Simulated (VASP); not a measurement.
## Gd: single point with PBE

Gd:

```
CELL_PARAMETERS angstrom
-2.02325 2.02325 2.02325
2.02325 -2.02325 2.02325
2.02325 2.02325 -2.02325
ATOMIC_POSITIONS crystal
Gd 0.00000 0.00000 0.00000
```

This isn't the form of Gd at room conditions, which is hcp.

| Property | Result |
| --- | --- |
| Program | VASP 6.6.1 |
| Task | single point |
| Functional | PBE |
| Potentials or basis | VASP PAW PBE potentials, release 64 (Gd) |
| Cutoff | 520 eV |
| k mesh | 14 × 14 × 14 |
| Occupations | gaussian, width 0.05 eV |
| Spin | collinear spin, ferromagnetic start |
| Starting moments | [8.08] μB |

The pressure is 0.0 GPa and the net moment is 7.64 μB per cell. The site moments are Gd +7.01 μB and the valence electrons inside the program's atomic spheres are Gd 15.20.

Levels at points of the mesh, in eV from the Fermi level:
Spin up:
| k point | band 9 | band 10 | band 11 | band 12 | band 13 | band 14 | band 15 | band 16 | band 17 | band 18 |
| --- | --- | --- | --- | --- | --- | --- | --- | --- | --- | --- |
| (0.00, 0.00, 0.00) | -4.84 | -4.84 | -4.84 | -4.82 | 1.28 | 1.28 | 1.28 | 3.52 | 3.52 | 10.40 |
| (0.50, 0.00, 0.00) | -4.85 | -4.85 | -4.83 | -2.44 | -0.31 | 1.08 | 3.41 | 4.19 | 6.13 | 8.31 |
| (0.50, 0.50, 0.50) | -4.83 | -4.83 | -4.83 | -1.92 | -1.92 | 5.46 | 5.46 | 5.46 | 5.88 | 5.88 |
Spin down:
```csv
k point,band 1,band 2,band 3,band 4,band 5,band 6,band 7,band 8,band 9,band 10
"(0.00, 0.00, 0.00)",-42.08,-19.94,-19.94,-19.94,-4.19,0.34,0.34,0.34,0.63,0.63
"(0.50, 0.00, 0.00)",-42.00,-20.78,-20.20,-19.95,-1.52,0.34,0.39,0.47,0.57,0.58
"(0.50, 0.50, 0.50)",-41.94,-20.51,-20.51,-20.51,-1.14,-1.14,0.39,0.46,0.46,0.46
```

Run time: 2 min on 1 thread of Intel(R) Xeon(R) 6975P-C (Granite Rapids), on a shared host, peak memory 0.27 GiB.

Caveat: spin-orbit coupling is left out, which moves the levels of the heavy elements; semilocal functionals describe open f shells poorly, which spoils levels, moments and volumes. The state reached can hang on the start; a lower one may exist.
